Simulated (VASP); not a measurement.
Se: single point with PBE

The system is Se.

```
Se
1.0
     2.79137    0.00000    0.00000
    -1.39568    2.41740    0.00000
     0.00000    0.00000    3.96796
Se
2
Direct
  0.33333 0.66667 0.25000
  0.66667 0.33333 0.75000
```

This cell differs from its parent crystal: volume scaled by 0.6.

```json
{
  "Program": "VASP 6.6.1",
  "Task": "single point",
  "Functional": "PBE",
  "Potentials or basis": "VASP PAW PBE potentials, release 64 (Se)",
  "Cutoff": "520 eV",
  "k mesh": "14 × 14 × 8",
  "Occupations": "fermi-dirac, width 0.08 eV",
  "Spin": "no spin polarisation"
}
```

- Pressure: 79.0 GPa
- Band gap on the k mesh: zero (band 6 reaches 15.71 eV, above the bottom of band 7 at 8.49 eV)

Stress tensor (GPa, compression positive):
```
78.82  0.00  0.00
 0.00 78.82  0.00
 0.00  0.00 79.29
```

Levels at points of the mesh, in eV from the Fermi level:
```
           k point  band 2  band 3  band 4  band 5  band 6  band 7  band 8  band 9  band 10  band 11
(0.00, 0.00, 0.00)  -12.68  -10.47    0.99    0.99    4.07    4.07    7.23    7.68    11.16    11.99
(0.50, 0.00, 0.00)  -13.84   -6.91   -5.74   -4.80   -3.06   -2.55    2.95    3.65     9.65    10.40
(0.00, 0.00, 0.50)  -18.66   -0.54   -0.54    2.61    2.61    2.61    2.61    9.53     9.53    10.55
(0.50, 0.00, 0.50)  -14.16  -10.26  -10.26   -0.78   -0.78    1.62    1.62    7.12     7.12    10.11
```

Wall time 23 s on 1 thread of AMD EPYC 9R14 (Zen 4), on a shared host, peak memory 0.14 GiB.
